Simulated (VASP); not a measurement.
A run of VASP 6.6.1:

INCAR

```
SYSTEM = Zr5N
  PREC = Accurate
  ENCUT = 520
  EDIFF = 1E-6
  ISMEAR = 0
  SIGMA = 0.1
  LREAL = .FALSE.
  LASPH = .TRUE.
  NELM = 60
  ALGO = Normal
  ISIF = 2
  LWAVE = .FALSE.
  LCHARG = .FALSE.
  GGA = PE
  NBANDS = 42
```

The input KPOINTS:

```
regular mesh
0
G
  12 12 4
  0 0 0
```

File POSCAR:

```
Zr5N
1.0
    3.1832403060      0.0000000000      0.0000000000
   -1.5916201530      2.7567669714      0.0000000000
    0.0000000000      0.0000000000     13.5527865740
Zr N
5 1
Direct
    0.6666666667      0.3333333333      0.8926476124
    0.3333333333      0.6666666667      0.6921475724
    0.6666666667      0.3333333333      0.5000000000
    0.3333333333      0.6666666667      0.3078524276
    0.6666666667      0.3333333333      0.1073523876
    0.3333333333      0.6666666667      0.0000000000
```

Potentials or basis: VASP PAW PBE potentials, release 64 (Zr_sv, N).

Launch:

```console
$ cat potpaw_PBE.64/Zr_sv/POTCAR potpaw_PBE.64/N/POTCAR > POTCAR
$ mpirun -np 1 vasp_std > vasp.out
```

Hardware: 1 thread of Intel(R) Xeon(R) Platinum 8375C CPU @ 2.90GHz (Ice Lake), with other jobs on the host.

Task: How long does it take, and how much memory?

Result: Wall time 4.3 min on 1 thread of Intel(R) Xeon(R) Platinum 8375C CPU @ 2.90GHz (Ice Lake), on a shared host, peak memory 0.37 GiB. Counts: scf iterations 16, k points 57.
